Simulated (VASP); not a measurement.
Write the native input for VASP 6.6.1 that does the following.

```
Task                   : single point
Functional             : r2SCAN
Potentials or basis    : VASP PAW PBE potentials, release 64 (Sb)
Cutoff                 : 550 eV
k mesh                 : 7 × 7 × 7
Occupations            : fermi-dirac, width 0.1 eV
Spin                   : no spin polarisation
Dipole correction      : no
Further INCAR settings : ALGO = Normal; EDIFF = 1e-06; NBANDS = 8
```

Crystal: Sb.

```
Sb
1.0
     3.10584    0.00000    0.00000
     0.00000    3.10584    0.00000
     0.00000    0.00000    3.10584
Sb
1
Direct
  0.00000 0.00000 0.00000
```

These files were run (other wordings do the same):

POSCAR

```
Sb
1.0
    3.1058403295      0.0000000000      0.0000000000
    0.0000000000      3.1058403295      0.0000000000
    0.0000000000      0.0000000000      3.1058403295
Sb
1
Direct
    0.0000000000      0.0000000000      0.0000000000
```

INCAR.step1

```
PREC     = Accurate       # precision mode
ENCUT    = 550            # plane-wave cutoff, eV
ISMEAR   = -1             # smearing method
SIGMA    = 0.1            # smearing width, eV
LREAL    = F              # projectors in reciprocal space
LASPH    = T              # aspherical terms in the spheres
NELM     = 120            # most SCF steps
NBANDS   = 8              # bands
GGA      = PE             # functional
ALGO     = Normal         # electronic algorithm
EDIFF    = 1E-5           # SCF threshold, eV
LWAVE    = T              # write WAVECAR
LCHARG   = F              # write CHGCAR
GGA_COMPAT= F
```

INCAR.step2

```
PREC     = Accurate       # precision mode
ENCUT    = 550            # plane-wave cutoff, eV
EDIFF    = 1E-6           # SCF threshold, eV
ISMEAR   = -1             # smearing method
SIGMA    = 0.1            # smearing width, eV
LREAL    = F              # projectors in reciprocal space
LASPH    = T              # aspherical terms in the spheres
NELM     = 120            # most SCF steps
ALGO     = Normal         # electronic algorithm
ISIF     = 2              # what is computed and relaxed
LWAVE    = F              # write WAVECAR
LCHARG   = F              # write CHGCAR
METAGGA  = R2SCAN         # meta-GGA
LMIXTAU  = T            
NBANDS   = 8              # bands
ISTART   = 1            
GGA_COMPAT= F
```

KPOINTS

```
Automatic mesh
0
Gamma
  7 7 7
```

Potentials or basis: VASP PAW PBE potentials, release 64 (Sb).

Launch:

```bash
$ cat potpaw_PBE.64/Sb/POTCAR > POTCAR
$ cp INCAR.step1 INCAR
$ mpirun -np 1 vasp_std > vasp.out
$ cp INCAR.step2 INCAR
$ mpirun -np 1 vasp_std > vasp.out
```

It gave:

The pressure is -1.0 GPa.

Caveat: the PAW data sets were made with another functional, which shifts forces and pressure a little.

Run time: 26 s on 1 thread of AMD EPYC 7R43 64-Core Processor (Zen 3) (shared host), peak memory 0.1 GiB.
